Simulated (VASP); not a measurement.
# CdS (P6_3mc) in VASP: a series of runs, part 2 of 2

VASP 6.6.1. The steps go on from the part before.

**3. Relaxation of shape and atoms at fixed volume, PBE (27.60 Å³/atom)**

This run uses another cell than the first one, of 27.60 Å³/atom.

The input, INCAR:

```
SYSTEM = CdS
PREC = Accurate ; ENCUT = 600
EDIFF = 1E-6 ; ISMEAR = 0
SIGMA = 0.02 ; LREAL = .False.
LASPH = .True. ; NELM = 100
ALGO = Normal ; ISIF = 4
LWAVE = .False. ; LCHARG = .False.
GGA = PE ; IBRION = 2
NSW = 50 ; EDIFFG = -0.01
```

The input, KPOINTS:

```
regular mesh
0
Gamma
  6 6 4
  0 0 0
```

The input, POSCAR:

```
CdS
1.0
    4.2792733006      0.0000000000      0.0000000000
   -2.1396366503      3.7059593881      0.0000000000
    0.0000000000      0.0000000000      6.9618252670
Cd S
2 2
Direct
    0.3333333333      0.6666666667     -0.0008015542
    0.6666666667      0.3333333333      0.4991984458
    0.3333333333      0.6666666667      0.3758015542
    0.6666666667      0.3333333333      0.8758015542
```

Potentials or basis: VASP PAW PBE potentials, release 64 (Cd, S).

Run with:

```console
$ cat potpaw_PBE.64/Cd/POTCAR potpaw_PBE.64/S/POTCAR > POTCAR
$ mpirun -np 1 vasp_std > vasp.out
```

OUTCAR:

```text
SYSTEM = CdS
   PREC = Accurate
   ENCUT = 600
   EDIFF = 1E-6
   ISMEAR = 0
   LREAL = .False.
   LASPH = .True.
   NELM = 100
   ISIF = 4
   GGA = PE
   IBRION = 2
   NSW = 50
   EDIFFG = -0.01

 ion  position               nearest neighbor table
   1  0.333  0.667  0.999-   4 2.62   4 2.62   4 2.62   3 2.62
   2  0.667  0.333  0.499-   3 2.62   3 2.62   3 2.62   4 2.62
   3  0.333  0.667  0.376-   2 2.62   2 2.62   2 2.62   1 2.62
   4  0.667  0.333  0.876-   1 2.62   1 2.62   1 2.62   2 2.62

  LATTYP: Found a hexagonal cell.
 ALAT       =     4.2792733006
 C/A-ratio  =     1.6268709143

  Lattice vectors:

 A1 = (   4.2792733006,   0.0000000000,   0.0000000000)
 A2 = (  -2.1396366503,   3.7059593881,   0.0000000000)
 A3 = (   0.0000000000,   0.0000000000,   6.9618252670)

Analysis of symmetry for initial positions (statically):
=====================================================================
 Subroutine PRICEL returns:
 Original cell was already a primitive cell.

[... 170 lines left out ...]

  energy without entropy =      -12.25197659  energy(sigma->0) =      -12.25197659

 E-fermi :   0.5572     XC(G=0):  -8.6537

 val. band max:        0.4639106811   @ k =   0.0000   0.0000   0.0000
 cond. band min:       1.4355184959   @ k =   0.0000   0.0000   0.0000
 fundamental gap:      0.9716078148
 Fermi energy:         0.5571731290

 k-point     1 :       0.0000    0.0000    0.0000
  band No.  band energies     occupation
      1     -11.3137      2.00000
      2     -10.9755      2.00000
      3      -6.9317      2.00000
      4      -6.9266      2.00000
      5      -6.9266      2.00000
      6      -6.8637      2.00000
[... 514 lines left out ...]
     21       6.5622      0.00000
     22       6.5622      0.00000

------------------------ aborting loop because EDIFF is reached ----------------------------------------

  FORCE on cell =-STRESS in cart. coord.  units (eV):
  Direction    XX          YY          ZZ          XY          YZ          ZX
  --------------------------------------------------------------------------------------
  -------------------------------------------------------------------------------------
  Total       -1.7436709     -1.7436709     -1.7377222      0.0000000      0.0000000      0.0000000
  in kB      -25.3035407    -25.3035407    -25.2172162      0.0000000      0.0000000      0.0000000
  external PRESSURE =     -25.2747659 kB  Pullay stress =       0.0000000 kB

 VOLUME and BASIS-vectors are now :
 -----------------------------------------------------------------------------
  energy-cutoff  :      600.00
  volume of cell :      110.41
      direct lattice vectors                 reciprocal lattice vectors
     4.279273301  0.000000000  0.000000000     0.233684537  0.134917830  0.000000000
    -2.139636650  3.705959388  0.000000000     0.000000000  0.269835661  0.000000000
     0.000000000  0.000000000  6.961825267     0.000000000  0.000000000  0.143640491

 POSITION                                       TOTAL-FORCE (eV/Angst)
 -----------------------------------------------------------------------------------
     -0.00000      2.47064      6.95624         0.000000     -0.000000     -0.002353
      2.13964      1.23532      3.47533         0.000000      0.000000     -0.002353
     -0.00000      2.47064      2.61626         0.000000     -0.000000      0.002353
      2.13964      1.23532      6.09718        -0.000000      0.000000      0.002353
 -----------------------------------------------------------------------------------
    total drift:                               -0.000000      0.000000      0.000684

  FREE ENERGIE OF THE ION-ELECTRON SYSTEM (eV)
  ---------------------------------------------------
  free  energy   TOTEN  =       -12.2519765861 eV

  energy  without entropy=      -12.2519765861  energy(sigma->0) =      -12.25197659

 reached required accuracy - stopping structural energy minimisation
```

OSZICAR:

```text
N       E                     dE             d eps       ncg     rms          rms(c)
DAV:   1     0.264522607518E+03    0.26452E+03   -0.18758E+04   924   0.165E+03
DAV:   2     0.300485664480E+01   -0.26152E+03   -0.25485E+03  1032   0.370E+02
DAV:   3    -0.131842656031E+02   -0.16189E+02   -0.16127E+02  1074   0.895E+01
DAV:   4    -0.133853160058E+02   -0.20105E+00   -0.20090E+00  1068   0.101E+01
DAV:   5    -0.133887611000E+02   -0.34451E-02   -0.34449E-02  1122   0.128E+00    0.917E+00
DAV:   6    -0.122685509668E+02    0.11202E+01   -0.27640E+00  1168   0.158E+01    0.753E+00
DAV:   7    -0.122536637482E+02    0.14887E-01   -0.67434E-01  1074   0.480E+00    0.391E+00
DAV:   8    -0.122539033826E+02   -0.23963E-03   -0.83850E-02  1056   0.305E+00    0.415E-01
DAV:   9    -0.122513556548E+02    0.25477E-02   -0.19121E-02  1162   0.162E+00    0.121E-01
DAV:  10    -0.122518026902E+02   -0.44704E-03   -0.15073E-03  1026   0.345E-01    0.117E-01
DAV:  11    -0.122519593630E+02   -0.15667E-03   -0.21624E-04  1104   0.976E-02    0.804E-02
DAV:  12    -0.122519763129E+02   -0.16950E-04   -0.16556E-04   996   0.824E-02    0.878E-03
DAV:  13    -0.122519760261E+02    0.28680E-06   -0.10807E-05  1122   0.256E-02    0.526E-03
DAV:  14    -0.122519770922E+02   -0.10661E-05   -0.21297E-06   858   0.108E-02    0.428E-03
DAV:  15    -0.122519765861E+02    0.50608E-06   -0.14727E-06   720   0.121E-02
   1 F= -.12251977E+02 E0= -.12251977E+02  d E =-.122520E+02
```

Run time: 98 s. Hardware: 1 thread of Intel Xeon 8259CL, shared host; peak memory 0.27 GiB.

What came out:

| Quantity | Value |
| --- | --- |
| Free energy | -12.2520 eV |
| Pressure after relaxing | -2.5 GPa |
| Band gap on the k mesh | 0.97 eV |

Forces on the atoms (eV/Å):
```
Cd   0.000  0.000 -0.002
Cd   0.000  0.000 -0.002
S    0.000  0.000  0.002
S    0.000  0.000  0.002
```

Final structure:
```xyz
4
Lattice="4.2793 0.0000 0.0000 -2.1396 3.7060 0.0000 0.0000 0.0000 6.9618" Properties=species:S:1:pos:R:3 pbc="T T T"
Cd    0.0000    2.4706    6.9562
Cd    2.1396    1.2353    3.4753
S     0.0000    2.4706    2.6163
S     2.1396    1.2353    6.0972
```

Caveat: the relaxation stopped at its first step, so nothing moved.
